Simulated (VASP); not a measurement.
A run of VASP 6.6.1:

The input INCAR:

```
ALGO = Normal
EDIFF = 1E-6
ENCUT = 500
GGA = PE
GGA_COMPAT = F
ISIF = 2
ISMEAR = 0
LASPH = T
LCHARG = F
LREAL = F
LWAVE = F
NBANDS = 21
NELM = 120
PREC = Accurate
SIGMA = 0.15
```

The input KPOINTS:

```
k-points
0
Gamma
  24 24 12
```

File POSCAR:

```
Ru
1.0
    2.7057993342      0.0000000000      0.0000000000
   -1.3528996671      2.3432909610      0.0000000000
    0.0000000000      0.0000000000      4.2819000000
Ru
2
Direct
    0.2138843126      0.5386415921      0.2500000000
    0.6666666667      0.3333333333      0.7500000000
```

Potentials or basis: VASP PAW PBE potentials, release 64 (Ru_pv).

Run with:

```bash
$ cat potpaw_PBE.64/Ru_pv/POTCAR > POTCAR
$ mpirun -np 1 vasp_std > vasp.out
```

Hardware: 1 thread of Intel Xeon 8259CL (shared host).

Estimate the wall time of this run.

Wall time 15 min on 1 thread of Intel Xeon 8259CL, with other jobs on the host, peak memory 0.86 GiB. Counts: scf iterations 12, k points 2030.
